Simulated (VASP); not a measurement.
# AlAs (F-43m) in VASP: a series of runs

The runs below take AlAs through elastic constants, with PBEsol.

Program: VASP 6.6.1. These are calculated values, not measurements. Logs are shortened: lines on timing, memory, paths and dates and some standing lists are left out, and cuts for length are marked.

**1. The cell of the first run**

It takes space group F-43m (No. 216, cubic). Conventional cell: a = 5.178 Å, b = 5.178 Å, c = 5.178 Å, α = 90.00°, β = 90.00°, γ = 90.00°. Within 3.0 Å of Al (site symmetry -43m) lie 4 As at 2.24 Å. As (site symmetry -43m) has 4 Al at 2.24 Å within 3.0 Å.

**2. Elastic constants, PBEsol**

The input, INCAR:

```
PREC     = Accurate       # precision mode
ENCUT    = 500            # plane-wave cutoff, eV
EDIFF    = 1E-8           # SCF threshold, eV
ISMEAR   = 0              # smearing method
SIGMA    = 0.01           # smearing width, eV
LREAL    = F              # projectors in reciprocal space
LASPH    = T              # aspherical terms in the spheres
NELM     = 120            # most SCF steps
ALGO     = Normal         # electronic algorithm
ISIF     = 3              # what is computed and relaxed
LWAVE    = F              # write WAVECAR
LCHARG   = F              # write CHGCAR
GGA      = PS             # functional
IBRION   = 6              # ionic algorithm
NFREE    = 2            
POTIM    = 0.015          # step
NSW      = 1              # ionic steps
GGA_COMPAT= F
```

The input, KPOINTS:

```
Automatic mesh
0
Gamma
  10 10 10
```

The input, POSCAR:

```
AlAs
1.0
    0.0000000000      2.5889808312      2.5889808312
    2.5889808312      0.0000000000      2.5889808312
    2.5889808312      2.5889808312      0.0000000000
Al As
1 1
Direct
    0.0000000000      0.0000000000      0.0000000000
    0.7500000000      0.7500000000      0.7500000000
```

Potentials or basis: VASP PAW PBE potentials, release 64 (Al, As).

On the command line:

```bash
cat potpaw_PBE.64/Al/POTCAR potpaw_PBE.64/As/POTCAR > POTCAR
mpirun -np 1 vasp_std > vasp.out
```

OUTCAR:

```text
PREC = Accurate
   ENCUT = 500
   EDIFF = 1E-8
   ISMEAR = 0
   LREAL = F
   LASPH = T
   NELM = 120
   ISIF = 3
   GGA = PS
   IBRION = 6
   NFREE = 2
   POTIM = 0.015
   NSW = 1

 ion  position               nearest neighbor table
   1  0.000  0.000  0.000-   2 2.24   2 2.24   2 2.24   2 2.24
   2  0.750  0.750  0.750-   1 2.24   1 2.24   1 2.24   1 2.24

  LATTYP: Found a face centered cubic cell.
 ALAT       =     5.1779616624

  Lattice vectors:

 A1 = (   0.0000000000,   2.5889808312,   2.5889808312)
 A2 = (   2.5889808312,   0.0000000000,   2.5889808312)
 A3 = (   2.5889808312,   2.5889808312,   0.0000000000)

Analysis of symmetry for initial positions (statically):
=====================================================================
 Subroutine PRICEL returns:
 Original cell was already a primitive cell.

 Routine SETGRP: Setting up the symmetry group for a
 face centered cubic supercell.

 Subroutine GETGRP returns: Found 24 space group operations
 (whereof 24 operations were pure point group operations)
 out of a pool of 48 trial point group operations.

The static configuration has the point symmetry T_d .

Analysis of symmetry for dynamics (positions and initial velocities):
=====================================================================
 Subroutine PRICEL returns:
 Original cell was already a primitive cell.

 Routine SETGRP: Setting up the symmetry group for a
 face centered cubic supercell.

 Subroutine GETGRP returns: Found 24 space group operations
 (whereof 24 operations were pure point group operations)
 out of a pool of 48 trial point group operations.

The dynamic configuration has the point symmetry T_d .

 Subroutine INISYM returns: Found 24 space group operations
 (whereof 24 operations are pure point group operations),
 and found     1 'primitive' translations

----------------------------------------------------------------------------------------

                                     Primitive cell

  volume of cell :      34.7070

  direct lattice vectors                    reciprocal lattice vectors
     0.000000000  2.588980831  2.588980831    -0.193126188  0.193126188  0.193126188
     2.588980831  0.000000000  2.588980831     0.193126188 -0.193126188  0.193126188
     2.588980831  2.588980831  0.000000000     0.193126188  0.193126188 -0.193126188

  length of vectors
     3.661371804  3.661371804  3.661371804     0.334504371  0.334504371  0.334504371

  position of ions in fractional coordinates (direct lattice)
     0.000000000  0.000000000  0.000000000
     0.750000000  0.750000000  0.750000000

  ion indices of the primitive-cell ions
   primitive index   ion index
                 1           1
                 2           2

----------------------------------------------------------------------------------------

 KPOINTS: Automatic mesh

Automatic generation of k-mesh.
 Grid dimensions read from file:
 generate k-points for:   10   10   10

 Generating k-lattice:

  Cartesian coordinates                     Fractional coordinates (reciprocal lattice)
    -0.019312619  0.019312619  0.019312619     0.100000000  0.000000000  0.000000000
     0.019312619 -0.019312619  0.019312619     0.000000000  0.100000000  0.000000000
     0.019312619  0.019312619 -0.019312619     0.000000000  0.000000000  0.100000000

  Length of vectors
     0.033450437  0.033450437  0.033450437

  Shift w.r.t. Gamma in fractional coordinates (k-lattice)
     0.000000000  0.000000000  0.000000000

 Subroutine IBZKPT returns following result:
 ===========================================

 Found     47 irreducible k-points:

 Following reciprocal coordinates:
            Coordinates               Weight
  0.000000  0.000000  0.000000      1.000000
  0.100000  0.000000  0.000000      8.000000
  0.200000  0.000000  0.000000      8.000000
  0.300000  0.000000  0.000000      8.000000
  0.400000  0.000000  0.000000      8.000000
  0.500000  0.000000  0.000000      4.000000
[... 16 lines left out ...]
  0.300000  0.300000  0.000000      6.000000
[... 45 lines left out ...]
   GGA     = PS    functional components
   LHFCALC =     F    Hartree Fock is set to
   AEXX    =    0.0000 exact exchange contribution
   IVDW    =     0    specifies the selected vdW correction
   LEPSILON=     F    determine dielectric tensor
   LRPA    =     F    only Hartree local field effects (RPA)
 finite differences with symmetry
 non-spin polarized calculation
 Gauss-broadening in eV      SIGMA  =   0.01
  energy-cutoff  :      500.00
  volume of cell :       34.71
 maximum number of plane-waves:       903
   NGX = 13   NGY = 13   NGZ = 13

--------------------------------------- Ionic step        1  -------------------------------------------

 number of electron       8.0000000 magnetization

 Free energy of the ion-electron system (eV)
  ---------------------------------------------------
  ext. energy  EPLUGINS =         0.00000000
  ---------------------------------------------------
  free energy    TOTEN  =        -9.08111794 eV

  energy without entropy =       -9.08111794  energy(sigma->0) =       -9.08111794

------------------------ aborting loop because EDIFF is reached ----------------------------------------

  FORCE on cell =-STRESS in cart. coord.  units (eV):
  Direction    XX          YY          ZZ          XY          YZ          ZX
  --------------------------------------------------------------------------------------
  -------------------------------------------------------------------------------------
  Total        7.7728669      7.7728669      7.7728669      0.0000000      0.0000000      0.0000000
  in kB      358.8188999    358.8188999    358.8188999      0.0000000      0.0000000      0.0000000
  external PRESSURE =     358.8188999 kB  Pullay stress =       0.0000000 kB
[... 89 lines left out ...]
  FREE ENERGIE OF THE ION-ELECTRON SYSTEM (eV)
  ---------------------------------------------------
  free  energy   TOTEN  =        -8.9592393657 eV

  energy  without entropy=       -8.9592393657  energy(sigma->0) =       -8.95923937

[... ionic steps 4 to 14 ...]

--------------------------------------- Ionic step       15  -------------------------------------------

 number of electron       8.0000000 magnetization

------------------------ aborting loop because EDIFF is reached ----------------------------------------
[... 67 lines left out ...]
--------------------------------------- Ionic step       17  -------------------------------------------

 number of electron       8.0000000 magnetization

 Free energy of the ion-electron system (eV)
  ---------------------------------------------------
  ext. energy  EPLUGINS =         0.00000000
  ---------------------------------------------------
  free energy    TOTEN  =        -9.07919779 eV

  energy without entropy =       -9.07919779  energy(sigma->0) =       -9.07919779

 E-fermi :   6.4967     XC(G=0): -10.2663

 val. band max:        6.4331586944   @ k =   0.0000   0.0000   0.0000
 cond. band min:       7.1191958346   @ k =   0.0000   0.5000   0.5000
 fundamental gap:      0.6860371401
 Fermi energy:         6.4966516336

 k-point     1 :       0.0000    0.0000    0.0000
  band No.  band energies     occupation
      1      -7.2531      2.00000
      2       6.3444      2.00000
      3       6.3895      2.00000
      4       6.4332      2.00000
      5      10.6016      0.00000
      6      11.1091      0.00000
      7      11.1245      0.00000
      8      11.1408      0.00000
[... 243 lines left out ...]
 k-point    24 :       0.4000    0.3000    0.0000
  band No.  band energies     occupation
      1      -5.1951      2.00000
      2       1.1881      2.00000
      3       3.5450      2.00000
      4       4.0099      2.00000
      5       8.2129      0.00000
      6       9.6539      0.00000
      7      15.5401      0.00000
      8      15.5723      0.00000

 [... further k-points ...]

------------------------ aborting loop because EDIFF is reached ----------------------------------------

  FORCE on cell =-STRESS in cart. coord.  units (eV):
  Direction    XX          YY          ZZ          XY          YZ          ZX
  --------------------------------------------------------------------------------------
  -------------------------------------------------------------------------------------
  Total        7.7708416      7.7782068      7.7782068      0.0000000     -0.3300442      0.0000000
  in kB      358.7254064    359.0654097    359.0654097      0.0000000    -15.2358335      0.0000000
  external PRESSURE =     358.9520752 kB  Pullay stress =       0.0000000 kB
[... 17 lines left out ...]
  FREE ENERGIE OF THE ION-ELECTRON SYSTEM (eV)
  ---------------------------------------------------
  free  energy   TOTEN  =        -9.0791977867 eV

  energy  without entropy=       -9.0791977867  energy(sigma->0) =       -9.07919779

 INTERNAL STRAIN TENSORS FROM STRAINED CELLS
 ============================================

 INTERNAL STRAIN TENSOR FOR ION    1 for displacements in x,y,z  (eV/Angst):
          X           Y           Z          XY          YZ          ZX
  --------------------------------------------------------------------------------
  x     0.00000     0.00000     0.00000     0.00000   -22.01768    -0.00000
  y     0.00000    -0.00000     0.00000     0.00000     0.00000   -22.01766
  z     0.00000     0.00000     0.00000   -22.01745     0.00000     0.00000

 INTERNAL STRAIN TENSORS FROM DISPLACED ATOMS
 ============================================

 INTERNAL STRAIN TENSOR FOR ION    1 for displacements in x,y,z  (eV/Angst):
          X           Y           Z          XY          YZ          ZX
  --------------------------------------------------------------------------------
  x    -0.00000     0.00000     0.00000     0.00000   -22.01041     0.00000
  y     0.00000     0.00000     0.00000     0.00000     0.00000   -22.01041
  z     0.00000     0.00000    -0.00000   -22.01041     0.00000     0.00000

 INTERNAL STRAIN TENSOR FOR ION    2 for displacements in x,y,z  (eV/Angst):
          X           Y           Z          XY          YZ          ZX
  --------------------------------------------------------------------------------
  x    -0.00000    -0.00000    -0.00000     0.00000    22.00656     0.00000
  y     0.00000    -0.00000     0.00000     0.00000     0.00000    22.00656
  z    -0.00000    -0.00000    -0.00000    22.00656     0.00000     0.00000

 Eigenvectors and eigenvalues of the dynamical matrix
 ----------------------------------------------------

   1 f  =   14.499602 THz    91.103689 2PiTHz  483.654675 cm-1    59.965510 meV
             X         Y         Z           dx          dy          dz
      0.000000  0.000000  0.000000     0.839131    0.176277    0.000000
      3.883471  3.883471  3.883471    -0.503581   -0.105788    0.000000
[... 21 lines left out ...]
   6 f/i=    0.000226 THz     0.001422 2PiTHz    0.007548 cm-1     0.000936 meV
             X         Y         Z           dx          dy          dz
      0.000000  0.000000  0.000000    -0.505758    0.094835    0.000000
      3.883471  3.883471  3.883471    -0.842759    0.158027    0.000000

--------------------------------------------------------------------------------------------------------

 ELASTIC MODULI CONTR FROM IONIC RELAXATION (kBar)
 Direction    XX          YY          ZZ          XY          YZ          ZX
 --------------------------------------------------------------------------------
 XX          -0.0000     -0.0000     -0.0000      0.0000      0.0000     -0.0000
 YY          -0.0000     -0.0000     -0.0000      0.0000      0.0000      0.0000
 ZZ          -0.0000     -0.0000     -0.0000      0.0000      0.0000     -0.0000
 XY           0.0000      0.0000      0.0000  -1310.3162      0.0000      0.0000
 YZ           0.0000      0.0000      0.0000      0.0000  -1310.3162      0.0000
 ZX          -0.0000      0.0000     -0.0000      0.0000      0.0000  -1310.3162
 --------------------------------------------------------------------------------

 TOTAL ELASTIC MODULI (kBar)
 Direction    XX          YY          ZZ          XY          YZ          ZX
 --------------------------------------------------------------------------------
 XX        1809.1077   1574.2810   1574.2810      0.0000      0.0000     -0.0000
 YY        1574.2810   1809.1077   1574.2810      0.0000      0.0000      0.0000
 ZZ        1574.2810   1574.2810   1809.1077      0.0000      0.0000     -0.0000
 XY           0.0000      0.0000      0.0000    369.6181     -0.0000      0.0000
 YZ           0.0000      0.0000      0.0000     -0.0000    369.6181     -0.0000
 ZX          -0.0000      0.0000     -0.0000      0.0000     -0.0000    369.6181
 --------------------------------------------------------------------------------
```

Wall time 4.3 min (1 thread of Intel Xeon 6975P-C (Granite Rapids), shared host); peak memory 0.27 GiB.

Results:

| Property | Result |
| --- | --- |
| Elastic constants C11, C12, C44 | 181, 157, 37 GPa |
| Voigt bulk modulus | 165 GPa |
| Highest phonon frequency at Γ, LO-TO splitting left out | 484 cm⁻¹ |

Phonon frequencies in cm⁻¹ (negative: imaginary):
| q point | frequencies |
| --- | --- |
| (0.000, 0.000, 0.000) | 0 0 0 484 484 484 |

Elastic tensor in Voigt notation (GPa, in the Cartesian axes of the cell as first typed):
```
181 157 157   0   0   0
157 181 157   0   0   0
157 157 181   0   0   0
  0   0   0  37   0   0
  0   0   0   0  37   0
  0   0   0   0   0  37
```

Clamped-ion elastic tensor (GPa):
```
181 157 157   0   0   0
157 181 157   0   0   0
157 157 181   0   0   0
  0   0   0 168   0   0
  0   0   0   0 168   0
  0   0   0   0   0 168
```

Caveat: the cell is under stress, which shifts elastic constants; the PAW data sets were made with another functional, which shifts forces and pressure a little.

**3. Elastic constants, PBEsol**

This run uses another cell than the first one, of 19.20 Å³/atom.

The input, INCAR:

```
ALGO = Normal ; EDIFF = 1E-8
ENCUT = 500 ; GGA = PS
GGA_COMPAT = F ; IBRION = 6
ISIF = 3 ; ISMEAR = 0
LASPH = T ; LCHARG = T
LREAL = F ; LWAVE = F
NELM = 120 ; NFREE = 2
NSW = 1 ; POTIM = 0.015
PREC = Accurate ; SIGMA = 0.01
```

The input, KPOINTS:

```
k-points
0
Gamma
  10 10 10
```

The input, POSCAR:

```
AlAs
1.0
    0.0000000000      2.6779512707      2.6779512707
    2.6779512707      0.0000000000      2.6779512707
    2.6779512707      2.6779512707      0.0000000000
Al As
1 1
Direct
    0.0000000000      0.0000000000      0.0000000000
    0.7500000000      0.7500000000      0.7500000000
```

Potentials or basis: VASP PAW PBE potentials, release 64 (Al, As).

On the command line:

```bash
cat potpaw_PBE.64/Al/POTCAR potpaw_PBE.64/As/POTCAR > POTCAR
mpirun -np 1 vasp_std > vasp.out
```

It took 4.1 min on 1 thread of Intel Xeon 6975P-C (Granite Rapids), shared host; peak memory 0.29 GiB.

Results (log left out):

```
Elastic constants C11, C12, C44                         : 151, 111, 49 GPa
Voigt bulk modulus                                      : 124 GPa
Highest phonon frequency at Γ, LO-TO splitting left out : 432 cm⁻¹
```

Phonon frequencies in cm⁻¹ (negative: imaginary):
```
              q point        frequencies
(0.000, 0.000, 0.000)  0 0 0 432 432 432
```

Elastic tensor in Voigt notation (GPa, in the Cartesian axes of the cell as first typed):
```
151 111 111   0   0   0
111 151 111   0   0   0
111 111 151   0   0   0
  0   0   0  49   0   0
  0   0   0   0  49   0
  0   0   0   0   0  49
```

Clamped-ion elastic tensor (GPa):
```
151 111 111   0   0   0
111 151 111   0   0   0
111 111 151   0   0   0
  0   0   0 127   0   0
  0   0   0   0 127   0
  0   0   0   0   0 127
```

Caveat: the cell is under stress, which shifts elastic constants; the PAW data sets were made with another functional, which shifts forces and pressure a little.
